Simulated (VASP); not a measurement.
# SnO (zincblende type) (F-43m) in VASP: notebook, part 2 of 2

VASP 6.6.1. The steps go on from the part before.

### Step 3. Single point, PBE (volume scaled by 1.02)

The input, INCAR:

```
SYSTEM = SnO
  PREC = Accurate
  ENCUT = 520
  EDIFF = 1E-7
  ISMEAR = -1
  SIGMA = 0.08
  LREAL = .False.
  LASPH = .True.
  NELM = 100
  ALGO = Normal
  ISIF = 2
  LWAVE = .False.
  LCHARG = .False.
  GGA = PE
  NBANDS = 17
```

The input, KPOINTS:

```
regular mesh
0
Gamma
  12 12 12
  0 0 0
```

The input, POSCAR:

```
SnO
1.0
    0.0000000000      2.7557244609      2.7557244609
    2.7557244609      0.0000000000      2.7557244609
    2.7557244609      2.7557244609      0.0000000000
Sn O
1 1
Direct
    0.0000000000      0.0000000000      0.0000000000
    0.2500000000      0.2500000000      0.2500000000
```

Potentials or basis: VASP PAW PBE potentials, release 64 (Sn_d, O).

Started as:

```sh
cat potpaw_PBE.64/Sn_d/POTCAR potpaw_PBE.64/O/POTCAR > POTCAR
mpirun -np 1 vasp_std > vasp.out
```

OUTCAR:

```text
SYSTEM = SnO
   PREC = Accurate
   ENCUT = 520
   EDIFF = 1E-7
   ISMEAR = -1
   LREAL = .False.
   LASPH = .True.
   NELM = 100
   ISIF = 2
   GGA = PE

 ion  position               nearest neighbor table
   1  0.000  0.000  0.000-   2 2.39   2 2.39   2 2.39   2 2.39
   2  0.250  0.250  0.250-   1 2.39   1 2.39   1 2.39   1 2.39

  LATTYP: Found a face centered cubic cell.
 ALAT       =     5.5114489218

  Lattice vectors:

 A1 = (   0.0000000000,   2.7557244609,   2.7557244609)
 A2 = (   2.7557244609,   0.0000000000,   2.7557244609)
 A3 = (   2.7557244609,   2.7557244609,   0.0000000000)

Analysis of symmetry for initial positions (statically):
[... 5 lines left out ...]
 face centered cubic supercell.

 Subroutine GETGRP returns: Found 24 space group operations
 (whereof 24 operations were pure point group operations)
 out of a pool of 48 trial point group operations.

The static configuration has the point symmetry T_d .

Analysis of symmetry for dynamics (positions and initial velocities):
[... 5 lines left out ...]
 face centered cubic supercell.

 Subroutine GETGRP returns: Found 24 space group operations
[... 142 lines left out ...]

 Free energy of the ion-electron system (eV)
  ---------------------------------------------------
  ext. energy  EPLUGINS =         0.00000000
  ---------------------------------------------------
  free energy    TOTEN  =       -10.45982205 eV

  energy without entropy =      -10.45131369  energy(sigma->0) =      -10.45556787

 E-fermi :   5.4694     XC(G=0):  -9.3957

 val. band max:        5.4317384552   @ k =  -0.3333   0.5000   0.1667
 cond. band min:       5.4756426697   @ k =  -0.2500   0.5000   0.2500
 fundamental gap:      0.0439042144
 Fermi energy:         5.4693568300

 k-point     1 :       0.0000    0.0000    0.0000
  band No.  band energies     occupation
      1     -16.1709      2.00000
      2     -16.1709      2.00000
      3     -16.1709      2.00000
      4     -16.1368      2.00000
      5     -16.1368      2.00000
      6     -13.0273      2.00000
[... 457 lines left out ...]
      4     -16.1255      2.00000
      5     -16.1218      2.00000
      6     -12.4621      2.00000
[... 9 lines left out ...]
     16      16.5158      0.00000
     17      18.9376      0.00000

 [... further k-points ...]
[... 5 lines left out ...]
  --------------------------------------------------------------------------------------
  -------------------------------------------------------------------------------------
  Total       -0.2860194     -0.2860194     -0.2860194      0.0000000      0.0000000     -0.0000000
  in kB      -10.9488546    -10.9488546    -10.9488546      0.0000000      0.0000000     -0.0000000
  external PRESSURE =     -10.9488546 kB  Pullay stress =       0.0000000 kB

 VOLUME and BASIS-vectors are now :
 -----------------------------------------------------------------------------
  energy-cutoff  :      520.00
  volume of cell :       41.85
      direct lattice vectors                 reciprocal lattice vectors
     0.000000000  2.755724461  2.755724461    -0.181440491  0.181440491  0.181440491
     2.755724461  0.000000000  2.755724461     0.181440491 -0.181440491  0.181440491
     2.755724461  2.755724461  0.000000000     0.181440491  0.181440491 -0.181440491

 POSITION                                       TOTAL-FORCE (eV/Angst)
 -----------------------------------------------------------------------------------
      0.00000      0.00000      0.00000         0.000000      0.000000      0.000000
      1.37786      1.37786      1.37786        -0.000000     -0.000000     -0.000000
 -----------------------------------------------------------------------------------
    total drift:                               -0.000000     -0.000000     -0.000000

  FREE ENERGIE OF THE ION-ELECTRON SYSTEM (eV)
  ---------------------------------------------------
  free  energy   TOTEN  =       -10.4598220539 eV

  energy  without entropy=      -10.4513136883  energy(sigma->0) =      -10.45556787
```

OSZICAR:

```text
N       E                     dE             d eps       ncg     rms          rms(c)
DAV:   1     0.156955775996E+03    0.15696E+03   -0.10203E+04  2462   0.162E+03
DAV:   2     0.373960401344E+01   -0.15322E+03   -0.14644E+03  2683   0.386E+02
DAV:   3    -0.123121826660E+02   -0.16052E+02   -0.15957E+02  2790   0.112E+02
DAV:   4    -0.126990187744E+02   -0.38684E+00   -0.38660E+00  2985   0.187E+01
DAV:   5    -0.127092985272E+02   -0.10280E-01   -0.10279E-01  3243   0.298E+00    0.875E+00
DAV:   6    -0.108009263117E+02    0.19084E+01   -0.14577E+01  3631   0.442E+01    0.557E+00
DAV:   7    -0.104906743750E+02    0.31025E+00   -0.29266E+00  2830   0.884E+00    0.142E+00
DAV:   8    -0.104613912077E+02    0.29283E-01   -0.15813E-01  2548   0.298E+00    0.491E-01
DAV:   9    -0.104595444508E+02    0.18468E-02   -0.14836E-02  3262   0.101E+00    0.148E-01
DAV:  10    -0.104602519742E+02   -0.70752E-03   -0.67703E-03  3625   0.601E-01    0.147E-01
DAV:  11    -0.104598330497E+02    0.41892E-03   -0.34162E-03  3680   0.345E-01    0.332E-02
DAV:  12    -0.104598218302E+02    0.11219E-04   -0.24146E-04  2749   0.963E-02    0.941E-03
DAV:  13    -0.104598221869E+02   -0.35668E-06   -0.10509E-05  2644   0.236E-02    0.296E-03
DAV:  14    -0.104598220267E+02    0.16019E-06   -0.13990E-06  2834   0.723E-03    0.104E-03
DAV:  15    -0.104598220539E+02   -0.27125E-07   -0.15335E-07  1924   0.342E-03
   1 F= -.10459822E+02 E0= -.10455568E+02  d E =-.850837E-02
```

It took 66 s on 1 thread of Intel Xeon 6975P-C, shared host; peak memory 0.2 GiB.

What came out:

* Free energy: -10.4598 eV
* Pressure: -1.1 GPa
* Band gap on the k mesh: zero (band 10 reaches 5.48 eV, above the bottom of band 11 at 5.29 eV)

Caveat: spin-orbit coupling is left out, which moves the levels of the heavy elements.

### Step 4. Single point, PBE (volume scaled by 1.04)

The input, INCAR:

```
SYSTEM = SnO
ALGO = Normal ; EDIFF = 1E-6
ENCUT = 520 ; GGA = PE
ISIF = 2 ; ISMEAR = -1
LASPH = .TRUE. ; LCHARG = .FALSE.
LREAL = .FALSE. ; LWAVE = .FALSE.
NBANDS = 17 ; NELM = 100
PREC = Accurate ; SIGMA = 0.08
```

The input, KPOINTS:

```
k-points
0
G
  12 12 12
  0 0 0
```

The input, POSCAR:

```
SnO
1.0
    0.0000000000      2.7736192770      2.7736192770
    2.7736192770      0.0000000000      2.7736192770
    2.7736192770      2.7736192770      0.0000000000
Sn O
1 1
Direct
    0.0000000000      0.0000000000      0.0000000000
    0.2500000000      0.2500000000      0.2500000000
```

Potentials or basis: VASP PAW PBE potentials, release 64 (Sn_d, O).

Started as:

```sh
cat potpaw_PBE.64/Sn_d/POTCAR potpaw_PBE.64/O/POTCAR > POTCAR
mpirun -np 1 vasp_std > vasp.out
```

OUTCAR:

```text
SYSTEM = SnO
   EDIFF = 1E-6
   ENCUT = 520
   GGA = PE
   ISIF = 2
   ISMEAR = -1
   LASPH = .TRUE.
   LREAL = .FALSE.
   NELM = 100
   PREC = Accurate

 ion  position               nearest neighbor table
   1  0.000  0.000  0.000-   2 2.40   2 2.40   2 2.40   2 2.40
   2  0.250  0.250  0.250-   1 2.40   1 2.40   1 2.40   1 2.40

  LATTYP: Found a face centered cubic cell.
 ALAT       =     5.5472385540

  Lattice vectors:

 A1 = (   0.0000000000,   2.7736192770,   2.7736192770)
 A2 = (   2.7736192770,   0.0000000000,   2.7736192770)
 A3 = (   2.7736192770,   2.7736192770,   0.0000000000)

[... 647 lines left out ...]
      5     -16.3218      2.00000
      6     -12.5625      2.00000
[... 9 lines left out ...]
     16      16.2283      0.00000
     17      18.5967      0.00000

 [... further k-points ...]
[... 5 lines left out ...]
  --------------------------------------------------------------------------------------
  -------------------------------------------------------------------------------------
  Total       -0.5681053     -0.5681053     -0.5681053      0.0000000      0.0000000      0.0000000
  in kB      -21.3289205    -21.3289205    -21.3289205      0.0000000      0.0000000      0.0000000
  external PRESSURE =     -21.3289205 kB  Pullay stress =       0.0000000 kB

 VOLUME and BASIS-vectors are now :
 -----------------------------------------------------------------------------
  energy-cutoff  :      520.00
  volume of cell :       42.67
      direct lattice vectors                 reciprocal lattice vectors
     0.000000000  2.773619277  2.773619277    -0.180269875  0.180269875  0.180269875
     2.773619277  0.000000000  2.773619277     0.180269875 -0.180269875  0.180269875
     2.773619277  2.773619277  0.000000000     0.180269875  0.180269875 -0.180269875

 POSITION                                       TOTAL-FORCE (eV/Angst)
 -----------------------------------------------------------------------------------
      0.00000      0.00000      0.00000        -0.000000     -0.000000     -0.000000
      1.38681      1.38681      1.38681         0.000000      0.000000      0.000000
 -----------------------------------------------------------------------------------
    total drift:                               -0.000000     -0.000000     -0.000000

  FREE ENERGIE OF THE ION-ELECTRON SYSTEM (eV)
  ---------------------------------------------------
  free  energy   TOTEN  =       -10.4521545805 eV

  energy  without entropy=      -10.4439867963  energy(sigma->0) =      -10.44807069
```

stdout:

```text
POSCAR found type information on POSCAR SnO
 POSCAR found :  2 types and       2 ions
 scaLAPACK will be used
 LDA part: xc-table for (Slater+PW92), standard interpolation
 POSCAR, INCAR and KPOINTS ok, starting setup
 FFT: planning ... GRIDC
 FFT: planning ... GRID_SOFT
 FFT: planning ... GRID
 WAVECAR not read
 entering main loop
```

It took 59 s on 1 thread of Intel Xeon 6975P-C, shared host; peak memory 0.2 GiB.

Results:

```
Free energy            : -10.4522 eV
Pressure               : -2.1 GPa
Band gap on the k mesh : zero (band 10 reaches 5.23 eV, above the bottom of band 11 at 5.04 eV)
```

Caveat: spin-orbit coupling is left out, which moves the levels of the heavy elements.

### Step 5. The runs side by side

| cell | gap on the mesh (eV) | pressure (GPa) |
| --- | --- | --- |
| a = 3.872 Å, angles 60.0°, 2 atoms | none | 0.1 |
| a = 3.897 Å, angles 60.0°, 2 atoms | none | -1.1 |
| a = 3.922 Å, angles 60.0°, 2 atoms | none | -2.1 |

Alike in all rows: task single point; level PBE; potentials or basis VASP PAW PBE potentials, release 64 (Sn_d, O); no spin polarisation; k mesh 12 × 12 × 12; cutoff (eV) 520; smearing fermi-dirac 0.08 eV.

Caveats: spin-orbit coupling is left out, which moves the levels of the heavy elements.

Absolute energies hang on the potentials; compare differences alone.
